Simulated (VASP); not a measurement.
# GaSb (F-43m) in VASP: settings compared

GaSb is run at these levels: r2SCAN, PBEsol; tasks: single point, relaxation of cell and atoms.

All numbers are computed with VASP 6.6.1; they aren't measurements. Logs are shortened: lines on timing, memory, paths and dates and some standing lists are left out, and cuts for length are marked.

## Step 1: The cell of the first run

Symmetry: F-43m, No. 216, cubic system. The conventional cell has a = 6.132 Å, b = 6.132 Å, c = 6.132 Å, α = 90.00°, β = 90.00°, γ = 90.00°. Ga (site symmetry -43m) has 4 Sb at 2.66 Å within 3.5 Å. Within 3.5 Å of Sb (site symmetry -43m) lie 4 Ga at 2.66 Å.

## Step 2: Single point, r2SCAN

File POSCAR:

```
GaSb
1.0
    0.0000000000      3.0658788003      3.0658788003
    3.0658788003      0.0000000000      3.0658788003
    3.0658788003      3.0658788003      0.0000000000
Ga Sb
1 1
Direct
    0.0000000000      0.0000000000      0.0000000000
    0.2500000000      0.2500000000      0.2500000000
```

File INCAR.step1:

```
PREC = Accurate
ENCUT = 520
ISMEAR = -1
SIGMA = 0.02
LREAL = F
LASPH = T
NELM = 100
NBANDS = 16
GGA = PE
ALGO = Normal
EDIFF = 1E-4
LWAVE = T
LCHARG = F
```

File INCAR.step2:

```
PREC = Accurate
ENCUT = 520
EDIFF = 1E-6
ISMEAR = -1
SIGMA = 0.02
LREAL = F
LASPH = T
NELM = 100
ALGO = Normal
ISIF = 2
LWAVE = F
LCHARG = F
METAGGA = R2SCAN
LMIXTAU = T
NBANDS = 16
ISTART = 1
```

File KPOINTS:

```
Automatic mesh
0
Gamma
  8 8 8
```

Potentials or basis: VASP PAW PBE potentials, release 64 (Ga_d, Sb).

The run is started by

```console
> cat potpaw_PBE.64/Ga_d/POTCAR potpaw_PBE.64/Sb/POTCAR > POTCAR
> cp INCAR.step1 INCAR
> mpirun -np 1 vasp_std > vasp.out
> cp INCAR.step2 INCAR
> mpirun -np 1 vasp_std > vasp.out
```

OUTCAR:

```text
PREC = Accurate
   ENCUT = 520
   EDIFF = 1E-6
   ISMEAR = -1
   LREAL = F
   LASPH = T
   NELM = 100
   ISIF = 2
   METAGGA = R2SCAN
   ISTART = 1

 ion  position               nearest neighbor table
   1  0.000  0.000  0.000-   2 2.66   2 2.66   2 2.66   2 2.66
   2  0.250  0.250  0.250-   1 2.66   1 2.66   1 2.66   1 2.66

  LATTYP: Found a face centered cubic cell.
 ALAT       =     6.1317576006

  Lattice vectors:

 A1 = (   0.0000000000,   3.0658788003,   3.0658788003)
 A2 = (   3.0658788003,   0.0000000000,   3.0658788003)
 A3 = (   3.0658788003,   3.0658788003,   0.0000000000)

Analysis of symmetry for initial positions (statically):
=====================================================================
 Subroutine PRICEL returns:
 Original cell was already a primitive cell.

 Routine SETGRP: Setting up the symmetry group for a
 face centered cubic supercell.

 Subroutine GETGRP returns: Found 24 space group operations
 (whereof 24 operations were pure point group operations)
 out of a pool of 48 trial point group operations.

The static configuration has the point symmetry T_d .

Analysis of symmetry for dynamics (positions and initial velocities):
=====================================================================
 Subroutine PRICEL returns:
 Original cell was already a primitive cell.

 Routine SETGRP: Setting up the symmetry group for a
 face centered cubic supercell.

 Subroutine GETGRP returns: Found 24 space group operations
 (whereof 24 operations were pure point group operations)
 out of a pool of 48 trial point group operations.

The dynamic configuration has the point symmetry T_d .

 Subroutine INISYM returns: Found 24 space group operations
 (whereof 24 operations are pure point group operations),
 and found     1 'primitive' translations

----------------------------------------------------------------------------------------

                                     Primitive cell

  volume of cell :      57.6361

  direct lattice vectors                    reciprocal lattice vectors
     0.000000000  3.065878800  3.065878800    -0.163085377  0.163085377  0.163085377
     3.065878800  0.000000000  3.065878800     0.163085377 -0.163085377  0.163085377
     3.065878800  3.065878800  0.000000000     0.163085377  0.163085377 -0.163085377

  length of vectors
     4.335807380  4.335807380  4.335807380     0.282472159  0.282472159  0.282472159

  position of ions in fractional coordinates (direct lattice)
     0.000000000  0.000000000  0.000000000
     0.250000000  0.250000000  0.250000000

  ion indices of the primitive-cell ions
   primitive index   ion index
                 1           1
                 2           2

----------------------------------------------------------------------------------------

 KPOINTS: Automatic mesh

Automatic generation of k-mesh.
 Grid dimensions read from file:
 generate k-points for:    8    8    8

 Generating k-lattice:

  Cartesian coordinates                     Fractional coordinates (reciprocal lattice)
    -0.020385672  0.020385672  0.020385672     0.125000000  0.000000000  0.000000000
     0.020385672 -0.020385672  0.020385672     0.000000000  0.125000000  0.000000000
     0.020385672  0.020385672 -0.020385672     0.000000000  0.000000000  0.125000000

  Length of vectors
     0.035309020  0.035309020  0.035309020

  Shift w.r.t. Gamma in fractional coordinates (k-lattice)
     0.000000000  0.000000000  0.000000000

 Subroutine IBZKPT returns following result:
 ===========================================

 Found     29 irreducible k-points:

 Following reciprocal coordinates:
            Coordinates               Weight
  0.000000  0.000000  0.000000      1.000000
  0.125000  0.000000  0.000000      8.000000
  0.250000  0.000000  0.000000      8.000000
  0.375000  0.000000  0.000000      8.000000
  0.500000  0.000000  0.000000      4.000000
  0.125000  0.125000  0.000000      6.000000
[... 16 lines left out ...]
  0.500000  0.250000  0.125000     48.000000
 -0.375000  0.250000  0.125000     24.000000
 [... further k-points ...]
   k-points           NKPTS =     29   k-points in BZ     NKDIM =     29   number of bands    NBANDS=     16
   number of dos      NEDOS =    301   number of ions     NIONS =      2
   total plane-waves  NPLWV =  32768
   dimension x,y,z NGX =    32 NGY =   32 NGZ =   32
   dimension x,y,z NGXF=    64 NGYF=   64 NGZF=   64
   ions per type =               1   1
   NGX,Y,Z   is equivalent  to a cutoff of  12.27, 12.27, 12.27 a.u.
   NGXF,Y,Z  is equivalent  to a cutoff of  24.54, 24.54, 24.54 a.u.
 SYSTEM =  unknown system
   PREC   = accura    normal or accurate (medium, high low for compatibility)
   ISTART =      1    job   : 0-new  1-cont  2-samecut
   ICHARG =      0    charge: 1-file 2-atom 10-const
   ISPIN  =      1    spin polarized calculation?
   LNONCOLLINEAR =      F non collinear calculations
   LSORBIT =      F    spin-orbit coupling
   LASPH  =      T    aspherical Exc in radial PAW
   ENCUT  =  520.0 eV  38.22 Ry    6.18 a.u.   8.06  8.06  8.06*2*pi/ulx,y,z
   NELM   =    100;   NELMIN=  2; NELMDL=  0     # of ELM steps
   EDIFF  = 0.1E-05   stopping-criterion for ELM
   LREAL  =      F    real-space projection
   EDIFFG = 0.1E-04   stopping-criterion for IOM
   NSW    =      0    number of steps for IOM
   IBRION =     -1    ionic relax: 0-MD 1-quasi-New 2-CG
   NFREE  =      0    steps in history (QN), initial steepest desc. (CG)
   ISIF   =      2    stress and relaxation
   ISYM   =      2    0-nonsym 1-usesym 2-fastsym
   POTIM  = 0.5000    time-step for ionic-motion
   TEBEG  =    0.0;   TEEND  =   0.0 temperature during run
   PSTRESS=    0.0 pullay stress
   NELECT =      18.0000    total number of electrons
   NUPDOWN=      -1.0000    fix difference up-down
   EMIN   =  10.00;   EMAX   =-10.00  energy-range for DOS
   EFERMI =   0.00;   METHOD = LEGACY
   ISMEAR =    -1;   SIGMA  =   0.02  broadening in eV -4-tet -1-fermi 0-gaus
   EFERMI_NEDOS =   21; number of points for ismear=-14 and -15
   IALGO  =     38    algorithm
   IMIX   =      4    mixing-type and parameters
     AMIX     =   0.40;   BMIX     =  1.00
     AMIX_MAG =   1.60;   BMIX_MAG =  1.00
  volume/ion in A,a.u.               =      28.82       194.47
  Fermi-wavevector in a.u.,A,eV,Ry     =   1.110710  2.098938 16.785191  1.233677
  Thomas-Fermi vector in A             =   2.247265
   LORBIT       =      0    0 simple, 1 ext, 2 COOP (PROOUT), +10 PAW based schemes
   METAGGA = R2SCAN    functional components
   LHFCALC =     F    Hartree Fock is set to
   AEXX    =    0.0000 exact exchange contribution
   IVDW    =     0    specifies the selected vdW correction
   LEPSILON=     F    determine dielectric tensor
   LRPA    =     F    only Hartree local field effects (RPA)
 non-spin polarized calculation
  energy-cutoff  :      520.00
  volume of cell :       57.64
 maximum number of plane-waves:      1572
   NGX = 17   NGY = 17   NGZ = 17

 number of electron      17.9999989 magnetization

 Free energy of the ion-electron system (eV)
  ---------------------------------------------------
  ext. energy  EPLUGINS =         0.00000000
  ---------------------------------------------------
  free energy    TOTEN  =       -37.60059686 eV

  energy without entropy =      -37.60059672  energy(sigma->0) =      -37.60059679

 E-fermi :   4.8263     XC(G=0):  -9.6899

 val. band max:        4.6162893937   @ k =   0.0000   0.0000   0.0000
 cond. band min:       5.0143933488   @ k =   0.0000   0.0000   0.0000
 fundamental gap:      0.3981039551
 Fermi energy:         4.8263195797

 k-point     1 :       0.0000    0.0000    0.0000
  band No.  band energies     occupation
      1     -10.8689      2.00000
      2     -10.8689      2.00000
      3     -10.8689      2.00000
      4     -10.8129      2.00000
      5     -10.8129      2.00000
      6      -7.2668      2.00000
[... 8 lines left out ...]
     15      13.6234      0.00000
     16      13.6234      0.00000

 k-point     2 :       0.1250    0.0000    0.0000
  band No.  band energies     occupation
      1     -10.8733      2.00000
      2     -10.8670      2.00000
      3     -10.8669      2.00000
      4     -10.8131      2.00000
      5     -10.8131      2.00000
      6      -7.0993      2.00000
[... 8 lines left out ...]
     15      12.8529      0.00000
     16      12.8529      0.00000

 k-point     3 :       0.2500    0.0000    0.0000
  band No.  band energies     occupation
      1     -10.8837      2.00000
      2     -10.8626      2.00000
      3     -10.8626      2.00000
      4     -10.8133      2.00000
      5     -10.8133      2.00000
      6      -6.6220      2.00000
[... 8 lines left out ...]
     15      12.6393      0.00000
     16      12.6393      0.00000

 k-point     4 :       0.3750    0.0000    0.0000
  band No.  band energies     occupation
      1     -10.8939      2.00000
      2     -10.8587      2.00000
      3     -10.8587      2.00000
      4     -10.8130      2.00000
      5     -10.8130      2.00000
      6      -5.9595      2.00000
[... 8 lines left out ...]
     15      13.6424      0.00000
     16      13.6424      0.00000

 k-point     5 :       0.5000    0.0000    0.0000
  band No.  band energies     occupation
      1     -10.8980      2.00000
      2     -10.8573      2.00000
      3     -10.8573      2.00000
      4     -10.8127      2.00000
      5     -10.8127      2.00000
      6      -5.5632      2.00000
[... 8 lines left out ...]
     15      15.0933      0.00000
     16      15.0933      0.00000

 k-point     6 :       0.1250    0.1250    0.0000
  band No.  band energies     occupation
      1     -10.8768      2.00000
      2     -10.8652      2.00000
      3     -10.8652      2.00000
      4     -10.8143      2.00000
      5     -10.8123      2.00000
      6      -7.0426      2.00000
[... 8 lines left out ...]
     15      12.0495      0.00000
     16      13.8350      0.00000

 k-point     7 :       0.2500    0.1250    0.0000
  band No.  band energies     occupation
      1     -10.8855      2.00000
      2     -10.8615      2.00000
      3     -10.8607      2.00000
      4     -10.8156      2.00000
      5     -10.8118      2.00000
      6      -6.6648      2.00000
[... 8 lines left out ...]
     15      13.1990      0.00000
     16      13.6518      0.00000

 k-point     8 :       0.3750    0.1250    0.0000
  band No.  band energies     occupation
      1     -10.8946      2.00000
      2     -10.8580      2.00000
      3     -10.8566      2.00000
      4     -10.8157      2.00000
      5     -10.8117      2.00000
      6      -6.0437      2.00000
[... 8 lines left out ...]
     15      13.5990      0.00000
     16      14.3458      0.00000

 k-point     9 :       0.5000    0.1250    0.0000
  band No.  band energies     occupation
      1     -10.8998      2.00000
      2     -10.8560      2.00000
      3     -10.8550      2.00000
      4     -10.8145      2.00000
      5     -10.8122      2.00000
      6      -5.4836      2.00000
[... 8 lines left out ...]
     15      14.8953      0.00000
     16      15.0987      0.00000
[... 172 lines left out ...]
 k-point    19 :       0.5000    0.3750    0.0000
  band No.  band energies     occupation
      1     -10.9130      2.00000
      2     -10.8454      2.00000
      3     -10.8446      2.00000
      4     -10.8234      2.00000
      5     -10.8092      2.00000
      6      -4.8953      2.00000
[... 8 lines left out ...]
     15      15.6578      0.00000
     16      16.0095      0.00000

 k-point    20 :      -0.3750    0.3750    0.0000
  band No.  band energies     occupation
      1     -10.9102      2.00000
      2     -10.8483      2.00000
      3     -10.8462      2.00000
      4     -10.8205      2.00000
      5     -10.8111      2.00000
      6      -4.7557      2.00000
[... 8 lines left out ...]
     15      13.9177      0.00000
     16      17.4756      0.00000

 k-point    21 :       0.5000    0.5000    0.0000
  band No.  band energies     occupation
      1     -10.9162      2.00000
      2     -10.8427      2.00000
      3     -10.8426      2.00000
      4     -10.8254      2.00000
      5     -10.8083      2.00000
      6      -4.6844      2.00000
[... 8 lines left out ...]
     15      16.0558      0.00000
     16      16.4861      0.00000

 k-point    22 :       0.3750    0.2500    0.1250
  band No.  band energies     occupation
      1     -10.8941      2.00000
      2     -10.8575      2.00000
      3     -10.8560      2.00000
      4     -10.8170      2.00000
      5     -10.8114      2.00000
      6      -6.2050      2.00000
[... 8 lines left out ...]
     15      14.2680      0.00000
     16      14.4395      0.00000

 k-point    23 :       0.5000    0.2500    0.1250
  band No.  band energies     occupation
      1     -10.9010      2.00000
      2     -10.8547      2.00000
      3     -10.8523      2.00000
      4     -10.8169      2.00000
      5     -10.8119      2.00000
      6      -5.5692      2.00000
[... 8 lines left out ...]
     15      13.8989      0.00000
     16      15.3872      0.00000

 k-point    24 :      -0.3750    0.2500    0.1250
  band No.  band energies     occupation
      1     -10.9036      2.00000
      2     -10.8539      2.00000
      3     -10.8509      2.00000
      4     -10.8161      2.00000
      5     -10.8126      2.00000
      6      -5.1901      2.00000
[... 8 lines left out ...]
     15      14.8518      0.00000
     16      15.3827      0.00000

 [... further k-points ...]
[... 5 lines left out ...]
  --------------------------------------------------------------------------------------
  -------------------------------------------------------------------------------------
  Total        0.0319800      0.0319800      0.0319800      0.0000000     -0.0000000     -0.0000000
  in kB        0.8889848      0.8889848      0.8889848      0.0000000     -0.0000000     -0.0000000
  external PRESSURE =       0.8889848 kB  Pullay stress =       0.0000000 kB

 VOLUME and BASIS-vectors are now :
 -----------------------------------------------------------------------------
  energy-cutoff  :      520.00
  volume of cell :       57.64
      direct lattice vectors                 reciprocal lattice vectors
     0.000000000  3.065878800  3.065878800    -0.163085377  0.163085377  0.163085377
     3.065878800  0.000000000  3.065878800     0.163085377 -0.163085377  0.163085377
     3.065878800  3.065878800  0.000000000     0.163085377  0.163085377 -0.163085377

 POSITION                                       TOTAL-FORCE (eV/Angst)
 -----------------------------------------------------------------------------------
      0.00000      0.00000      0.00000         0.000000      0.000000      0.000000
      1.53294      1.53294      1.53294        -0.000000     -0.000000     -0.000000
 -----------------------------------------------------------------------------------
    total drift:                               -0.000002     -0.000002     -0.000002

  FREE ENERGIE OF THE ION-ELECTRON SYSTEM (eV)
  ---------------------------------------------------
  free  energy   TOTEN  =       -37.6005968579 eV

  energy  without entropy=      -37.6005967168  energy(sigma->0) =      -37.60059679
```

Wall time 49 s (1 thread of Intel Xeon Platinum 8488C (Sapphire Rapids), shared host); peak memory 0.19 GiB.

What came out:

- Free energy: -37.6006 eV
- Pressure: 0.1 GPa
- Band gap on the k mesh: 0.40 eV, direct

Levels at points of the mesh, in eV from the valence-band top:
| k point | band 5 | band 6 | band 7 | band 8 | band 9 | band 10 | band 11 | band 12 | band 13 | band 14 |
| --- | --- | --- | --- | --- | --- | --- | --- | --- | --- | --- |
| (0.00, 0.00, 0.00) | -15.43 | -11.88 | 0.00 | 0.00 | 0.00 | 0.40 | 2.98 | 2.98 | 2.98 | 6.34 |
| (0.50, 0.00, 0.00) | -15.43 | -10.18 | -6.55 | -1.20 | -1.20 | 0.67 | 4.01 | 4.01 | 6.93 | 9.93 |
| (0.50, 0.50, 0.00) | -15.42 | -9.30 | -7.02 | -2.67 | -2.67 | 1.13 | 1.49 | 9.22 | 9.22 | 10.73 |

Caveat: the PAW data sets were made with another functional, which shifts forces and pressure a little; spin-orbit coupling is left out, which moves the levels of the heavy elements. A k mesh can miss the band edges.

[end of part 1 of 2]
